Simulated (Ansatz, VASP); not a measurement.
# TiB2 in VASP and in Ansatz

```
Ti B
1.0
     3.02509    0.00000    0.00000
    -1.51255    2.61981    0.00000
     0.00000    0.00000    3.22302
Ti B
1 2
Cartesian
  0.0000 0.0000 0.0000
  0.0000 1.7465 1.6115
  1.5125 0.8733 1.6115
```

Alike in both runs: functional r2SCAN; k mesh 13 × 13 × 10; occupations fermi-dirac, width 0.15 eV; no spin polarisation.

Ansatz relaxed the structure, and its values are those at the end. VASP's run is a single point on that final structure, the one shown.

|  | VASP | Ansatz |
| --- | --- | --- |
| version | VASP 6.6.1 | Ansatz 0.2.0 |
| potentials or method | VASP PAW PBE potentials, release 64 (Ti_sv, B) | plane waves, PAW |
| plane-wave cutoff (eV) | 520 | 500 |
| valence electrons in the cell | 18 | 18 |

VASP gave:

* pressure (GPa): 0.8

Q: Estimate Ansatz's values.

A: Pressure (GPa): 0.0.

VASP's potentials were made for PBE, not for r2SCAN.
